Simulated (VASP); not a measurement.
MgAl6N8 (a cell with a defect), 15 atoms in the cell. The cell holds a defect, 15 atoms: a = 6.220 Å, b = 5.387 Å, c = 4.980 Å, α = 90.00°, β = 90.00°, γ = 90.00°. 

| Quantity | Value |
| --- | --- |
| Program | VASP 6.6.1 |
| Task | single point |
| Functional | PBE |
| Potentials or basis | VASP PAW PBE potentials, release 64 (Al, N, Mg) |
| Cutoff | 520 eV |
| k mesh | 2 × 2 × 2 |
| Occupations | fermi-dirac, width 0.05 eV |
| Spin | no spin polarisation |
| Dipole correction | no |
| Further INCAR settings | LREAL = Auto; ALGO = Normal; EDIFF = 1e-06; NBANDS = 43 |

Potentials or basis: VASP PAW PBE potentials, release 64 (Al, N, Mg).

Command:

```sh
$ cat potpaw_PBE.64/Al/POTCAR potpaw_PBE.64/N/POTCAR potpaw_PBE.64/Mg/POTCAR > POTCAR
$ mpirun -np 1 vasp_std > vasp.out
```

Hardware: 1 thread of Intel(R) Xeon(R) 6975P-C (Granite Rapids), on a shared host.

Task: Estimate the wall time of this run.

Result: Run time: 54 s on 1 thread of Intel(R) Xeon(R) 6975P-C (Granite Rapids), with other jobs on the host, peak memory 0.27 GiB. Counts: scf iterations 19, k points 8.
